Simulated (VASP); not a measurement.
# BN (R3m) in VASP: further runs, part 2 of 2

VASP 6.6.1. The steps go on from the part before.

## (3) Electric field gradients, PBE (equal xy, yz and zx shear strains of -1 %)

The input, INCAR:

```
ALGO = Normal ; EDIFF = 1E-8
ENCUT = 520 ; GGA = PE
ISIF = 2 ; ISMEAR = -1
LASPH = True ; LCHARG = False
LEFG = True ; LREAL = False
LWAVE = False ; NBANDS = 11
NELM = 60 ; PREC = Accurate
SIGMA = 0.03
```

The input, KPOINTS:

```
k-points
0
Gamma
  13 13 13
```

The input, POSCAR:

```
BN
1.0
   -0.0180750000      1.7984625000      1.7984625000
    1.7984625000     -0.0180750000      1.7984625000
    1.7984625000      1.7984625000     -0.0180750000
B N
1 1
Direct
    0.0000000000      0.0000000000      0.0000000000
    0.7500000000      0.7500000000      0.7500000000
```

Potentials or basis: VASP PAW PBE potentials, release 64 (B, N).

Command:

```bash
$ cat potpaw_PBE.64/B/POTCAR potpaw_PBE.64/N/POTCAR > POTCAR
$ mpirun -np 1 vasp_std > vasp.out
```

OUTCAR:

```text
EDIFF = 1E-8
   ENCUT = 520
   GGA = PE
   ISIF = 2
   ISMEAR = -1
   LASPH = True
   LREAL = False
   NELM = 60
   PREC = Accurate

 ion  position               nearest neighbor table
   1  0.000  0.000  0.000-   2 1.55   2 1.57   2 1.57   2 1.57
   2  0.750  0.750  0.750-   1 1.55   1 1.57   1 1.57   1 1.57

  LATTYP: Found a trigonal (rhomboedric) cell.
 ALAT       =     2.5434742840
 COS(alpha) =     0.4899250057

  Lattice vectors:

 A1 = (  -0.0180750000,   1.7984625000,   1.7984625000)
 A2 = (   1.7984625000,  -0.0180750000,   1.7984625000)
 A3 = (   1.7984625000,   1.7984625000,  -0.0180750000)

Analysis of symmetry for initial positions (statically):
=====================================================================
 Subroutine PRICEL returns:
 Original cell was already a primitive cell.

 Routine SETGRP: Setting up the symmetry group for a
 trigonal (rhombohedral) supercell.

 Subroutine GETGRP returns: Found  6 space group operations
 (whereof  6 operations were pure point group operations)
 out of a pool of 12 trial point group operations.

The static configuration has the point symmetry C_3v.

Analysis of symmetry for dynamics (positions and initial velocities):
=====================================================================
 Subroutine PRICEL returns:
 Original cell was already a primitive cell.

 Routine SETGRP: Setting up the symmetry group for a
 trigonal (rhombohedral) supercell.

 Subroutine GETGRP returns: Found  6 space group operations
 (whereof  6 operations were pure point group operations)
 out of a pool of 12 trial point group operations.

[... 163 lines left out ...]
      8      17.8503      0.00000
      9      32.1572      0.00000
     10      35.1768      0.00000
     11      35.1768      0.00000
[... 309 lines left out ...]
 k-point    24 :       0.4615    0.1538    0.0000
  band No.  band energies     occupation
      1      -8.8752      2.00000
      2      -1.9032      2.00000
      3       4.1698      2.00000
      4       4.6327      2.00000
      5      16.3865      0.00000
      6      19.5107      0.00000
      7      20.0304      0.00000
      8      21.9567      0.00000
      9      28.2342      0.00000
     10      33.6309      0.00000
     11      35.4950      0.00000

 [... further k-points ...]
[... 5 lines left out ...]
  --------------------------------------------------------------------------------------
  -------------------------------------------------------------------------------------
  Total        0.2528910      0.2528910      0.2528910      0.3391286      0.3391286      0.3391286
  in kB       34.3092891     34.3092891     34.3092891     46.0089997     46.0089997     46.0089997
  external PRESSURE =      34.3092891 kB  Pullay stress =       0.0000000 kB

 VOLUME and BASIS-vectors are now :
 -----------------------------------------------------------------------------
  energy-cutoff  :      520.00
  volume of cell :       11.81
      direct lattice vectors                 reciprocal lattice vectors
    -0.018075000  1.798462500  1.798462500    -0.273858782  0.276639074  0.276639074
     1.798462500 -0.018075000  1.798462500     0.276639074 -0.273858782  0.276639074
     1.798462500  1.798462500 -0.018075000     0.276639074  0.276639074 -0.273858782

 POSITION                                       TOTAL-FORCE (eV/Angst)
 -----------------------------------------------------------------------------------
      0.00000      0.00000      0.00000         0.025627      0.025627      0.025627
      2.68414      2.68414      2.68414        -0.025627     -0.025627     -0.025627
 -----------------------------------------------------------------------------------
    total drift:                                0.000017      0.000017      0.000017

  FREE ENERGIE OF THE ION-ELECTRON SYSTEM (eV)
  ---------------------------------------------------
  free  energy   TOTEN  =       -17.4446946401 eV

  energy  without entropy=      -17.4446946401  energy(sigma->0) =      -17.44469464

 Electric field gradients (V/A^2)
---------------------------------------------------------------------
 ion       V_xx      V_yy      V_zz      V_xy      V_xz      V_yz
---------------------------------------------------------------------
   1      -0.000    -0.000     0.000    -0.642    -0.642    -0.642
   2      -0.000    -0.000     0.000    -1.643    -1.643    -1.643
---------------------------------------------------------------------

 Electric field gradients after diagonalization (V/A^2)
 (convention: |V_zz| > |V_xx| > |V_yy|)
----------------------------------------------------------------------
 ion       V_xx      V_yy      V_zz     asymmetry (V_yy - V_xx)/ V_zz
----------------------------------------------------------------------
   1       0.642     0.642    -1.283       0.000
   2       1.643     1.643    -3.285       0.000
----------------------------------------------------------------------

           NMR quadrupolar parameters

 Cq : quadrupolar parameter    Cq=e*Q*V_zz/h
 eta: asymmetry parameters     (V_yy - V_xx)/ V_zz
 Q  : nuclear electric quadrupole moment in mb (millibarn)
----------------------------------------------------------------------
 ion       Cq(MHz)       eta       Q (mb)
----------------------------------------------------------------------
   1      -0.003       0.000       1.000
   2      -0.008       0.000       1.000
----------------------------------------------------------------------
```

OSZICAR:

```text
N       E                     dE             d eps       ncg     rms          rms(c)
DAV:   1     0.107624946664E+02    0.10762E+02   -0.49708E+03  5205   0.723E+02
DAV:   2    -0.178858465724E+02   -0.28648E+02   -0.27838E+02  6080   0.166E+02
DAV:   3    -0.184107349629E+02   -0.52489E+00   -0.52413E+00  6029   0.192E+01
DAV:   4    -0.184113378443E+02   -0.60288E-03   -0.60287E-03  5394   0.735E-01
DAV:   5    -0.184113384000E+02   -0.55567E-06   -0.55594E-06  5802   0.218E-02    0.671E+00
DAV:   6    -0.175309468248E+02    0.88039E+00   -0.29388E+00  5355   0.990E+00    0.327E+00
DAV:   7    -0.174587860487E+02    0.72161E-01   -0.10442E-01  5715   0.267E+00    0.192E+00
DAV:   8    -0.174444247241E+02    0.14361E-01   -0.35661E-02  5684   0.137E+00    0.193E-01
DAV:   9    -0.174446018497E+02   -0.17713E-03   -0.97634E-04  5340   0.260E-01    0.839E-02
DAV:  10    -0.174446892551E+02   -0.87405E-04   -0.12354E-04  5605   0.949E-02    0.151E-02
DAV:  11    -0.174446945801E+02   -0.53251E-05   -0.92218E-06  5806   0.250E-02    0.106E-02
DAV:  12    -0.174446946441E+02   -0.63977E-07   -0.15375E-06  5589   0.852E-03    0.702E-04
DAV:  13    -0.174446946401E+02    0.39936E-08   -0.26871E-08  5777   0.156E-03
   1 F= -.17444695E+02 E0= -.17444695E+02  d E =-.232611E-12
```

stdout:

```text
POSCAR found type information on POSCAR B N
 POSCAR found :  2 types and       2 ions
 scaLAPACK will be used
 LDA part: xc-table for (Slater+PW92), standard interpolation
 POSCAR, INCAR and KPOINTS ok, starting setup
 FFT: planning ... GRIDC
 FFT: planning ... GRID_SOFT
 FFT: planning ... GRID
 WAVECAR not read
 entering main loop
ion   1

ion   2
```

Run time: 38 s. Hardware: 1 thread of AMD EPYC 7R13, shared host; peak memory 0.11 GiB.

Results:

| Property | Result |
| --- | --- |
| Free energy | -17.4447 eV |
| Pressure | 3.4 GPa |
| Largest force | 0.044 eV/Å |
| Band gap on the k mesh | 4.49 eV, indirect (least direct gap 8.65 eV) |

Forces in eV/Å, atoms in the order of the input:
```
B    0.026  0.026  0.026
N   -0.026 -0.026 -0.026
```

Stress tensor (GPa, compression positive):
```
3.43 4.60 4.60
4.60 3.43 4.60
4.60 4.60 3.43
```

Levels at points of the mesh, in eV from the valence-band top:
| k point | band 1 | band 2 | band 3 | band 4 | band 5 | band 6 | band 7 | band 8 | band 9 |
| --- | --- | --- | --- | --- | --- | --- | --- | --- | --- |
| (0.00, 0.00, 0.00) | -20.27 | -0.05 | -0.05 | 0.00 | 8.65 | 8.65 | 8.97 | 10.41 | 24.72 |

Electric field gradients, principal values (V/Å²):
```tsv
atom	least	middle	greatest (by size)
1 B	0.642	0.642	-1.283
2 N	1.643	1.643	-3.285
```

Caveat: the cell differs from its parent crystal (equal xy, yz and zx shear strains of -1 %); without QUAD_EFG the Cq values of the log hold for a quadrupole moment of 1 mb, not for the nuclei. A k mesh can miss the band edges.
